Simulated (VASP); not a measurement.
Crystal: V.

```xyz
2
Lattice="2.6043 0.0000 0.0000 -1.3021 2.2554 0.0000 0.0000 0.0000 4.7233" Properties=species:S:1:pos:R:3 pbc="T T T"
V     0.0000    1.5036    1.1808
V     1.3021    0.7518    3.5425
```

This isn't the form of V at room conditions, which is bcc.

| Item | Value |
| --- | --- |
| Program | VASP 6.6.1 |
| Task | relaxation of cell and atoms |
| Functional | PBEsol |
| Potentials or basis | VASP PAW PBE potentials, release 64 (V_sv) |
| Cutoff | 600 eV |
| k mesh | 12 × 12 × 6 |
| Occupations | fermi-dirac, width 0.05 eV |
| Spin | collinear spin, ferromagnetic start |
| Starting moments | [2.0, 2.0] μB |

At the start: pressure -7.1 GPa; volume 13.87 Å³/atom.

Q: Where does the relaxation end?

A: Over 9 steps the energy falls by 12.8 meV/atom and the volume is 13.31 Å³/atom (-4.0 %); space group P6_3/mmc (No. 194, to 0.1 Å) before and after; moment 0.00 μB per cell.

Step by step:
| step | energy change (eV) | largest force (eV/Å) | pressure (GPa) | volume (Å³) |
| --- | --- | --- | --- | --- |
| 1 | 0.0000 | 0.0000 | -7.10 | 27.74 |
| 2 | 0.0135 | 0.0000 | 10.19 | 25.35 |
| 3 | -0.0256 | 0.0000 | -0.08 | 26.64 |
| 4 | -0.0256 | 0.0000 | 0.07 | 26.62 |
| 5 | -0.0256 | 0.0000 | -0.11 | 26.64 |
| 6 | -0.0256 | 0.0000 | -0.02 | 26.63 |
| 7 | -0.0256 | 0.0000 | -0.05 | 26.63 |
| 8 | -0.0256 | 0.0000 | 0.04 | 26.63 |
| 9 | -0.0256 | 0.0000 | -0.03 | 26.63 |

Final structure:
```xyz
2
Lattice="2.5699 0.0000 0.0000 -1.2850 2.2256 0.0000 0.0000 0.0000 4.6557" Properties=species:S:1:pos:R:3 pbc="T T T"
V     0.0000    1.4837    1.1639
V     1.2850    0.7419    3.4917
```

Caveat: the moments typed at the start vanished in this run; the PAW data sets were made with another functional, which shifts forces and pressure a little.
